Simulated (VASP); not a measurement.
Write the native input for VASP 6.6.1 that does the following.

```
Task                   : single point
Functional             : PBE
Potentials or basis    : VASP PAW PBE potentials, release 64 (Ca_sv)
Cutoff                 : 520 eV
k mesh                 : 9 × 9 × 9
Occupations            : fermi-dirac, width 0.1 eV
Spin                   : no spin polarisation
Dipole correction      : no
Further INCAR settings : ALGO = Normal; EDIFF = 1e-06; NBANDS = 17
```

The structure of Ca lies in POSCAR:

```
Ca
1.0
    1.5507121751     -0.8953040917      5.0639042858
    0.0000000000      1.7906081834      5.0639042858
   -1.5507121751     -0.8953040917      5.0639042858
Ca
2
Direct
    0.2500000000      0.2500000000      0.2500000000
   -0.2500000000     -0.2500000000     -0.2500000000
```

This cell differs from its parent crystal: volume scaled by 0.5.

One way to write it, as run:

INCAR

```
SYSTEM = Ca
  PREC = Accurate
  ENCUT = 520
  EDIFF = 1E-6
  ISMEAR = -1
  SIGMA = 0.1
  LREAL = .False.
  LASPH = .True.
  NELM = 60
  ALGO = Normal
  ISIF = 2
  LWAVE = .False.
  LCHARG = .False.
  GGA = PE
  NBANDS = 17
```

KPOINTS

```
regular mesh
0
Gamma
  9 9 9
  0 0 0
```

Potentials or basis: VASP PAW PBE potentials, release 64 (Ca_sv).

Command:

```sh
$ cat potpaw_PBE.64/Ca_sv/POTCAR > POTCAR
$ mpirun -np 1 vasp_std > vasp.out
```

Results of the run:

The pressure is 33.7 GPa and the band gap on the k mesh is zero (band 10 reaches 5.59 eV, above the bottom of band 11 at 5.30 eV).

Wall time 89 s on 1 thread of Intel(R) Xeon(R) Platinum 8259CL CPU @ 2.50GHz (Skylake/Cascade Lake), on a shared host, peak memory 0.25 GiB.
